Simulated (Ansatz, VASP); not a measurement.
**TaSi16C15 in VASP and in Ansatz**

```
Si Ta C
1.0
     6.15200    0.00000    0.00000
    -3.07600    5.32779    0.00000
     0.00000    0.00000   10.09600
Si Ta C
16 1 15
Direct
  0.16667 0.33333 0.00000
  0.16667 0.33333 0.50000
  0.16667 0.83333 0.00000
  0.16667 0.83333 0.50000
  0.66667 0.33333 0.00000
  0.66667 0.33333 0.50000
  0.66667 0.83333 0.00000
  0.66667 0.83333 0.50000
  0.33333 0.16667 0.25000
  0.33333 0.16667 0.75000
  0.33333 0.66667 0.25000
  0.33333 0.66667 0.75000
  0.83333 0.16667 0.25000
  0.83333 0.16667 0.75000
  0.83333 0.66667 0.25000
  0.83333 0.66667 0.75000
  0.16667 0.33333 0.19250
  0.16667 0.33333 0.69250
  0.16667 0.83333 0.19250
  0.16667 0.83333 0.69250
  0.66667 0.33333 0.19250
  0.66667 0.33333 0.69250
  0.66667 0.83333 0.19250
  0.66667 0.83333 0.69250
  0.33333 0.16667 0.44250
  0.33333 0.16667 0.94250
  0.33333 0.66667 0.44250
  0.33333 0.66667 0.94250
  0.83333 0.16667 0.44250
  0.83333 0.16667 0.94250
  0.83333 0.66667 0.44250
  0.83333 0.66667 0.94250
```

Alike in both runs: task electric field gradients; functional PBE; k mesh 4 × 4 × 2; occupations fermi-dirac, width 0.01 eV; collinear spin.

|  | VASP | Ansatz |
| --- | --- | --- |
| version | VASP 6.6.1 | Ansatz 0.2.0 |
| potentials or method | VASP PAW PBE potentials, release 64 (Si, Ta_pv, C) | plane-wave PAW, scalar-relativistic |
| plane-wave cutoff (eV) | 520 | 420 |
| valence electrons in the cell | 135 | 137 |

Ansatz gave:

```
pressure (GPa)                                                : 27.1
traceless stress, the component that is largest in VASP (GPa) : -4.67
rms of the force components (eV/Å)                            : 3.463
net moment per atom (μB)                                      : 0.05
size of the moment on the site where the two differ most (μB) : 0.25
size of Vzz on the site where it differs most (V/Å²)          : 116.2
```

Problem. Estimate VASP's values.

Solution. Pressure (GPa): 27.3; traceless stress, the component that is largest in VASP (GPa): -4.74; rms of the force components (eV/Å): 3.496; net moment per atom (μB): 0.05; size of the moment on the site where the two differ most (μB): 0.66; size of Vzz on the site where it differs most (V/Å²): 59.0.

Site moments also hang on the region over which each program counts them. Atom by atom the forces differ by 0.033 eV/Å (rms over components). VASP's potentials hold 135 valence electrons a cell and Ansatz's 137, so a difference there can come from the potentials and not from the codes.

Spin-orbit coupling is off throughout.
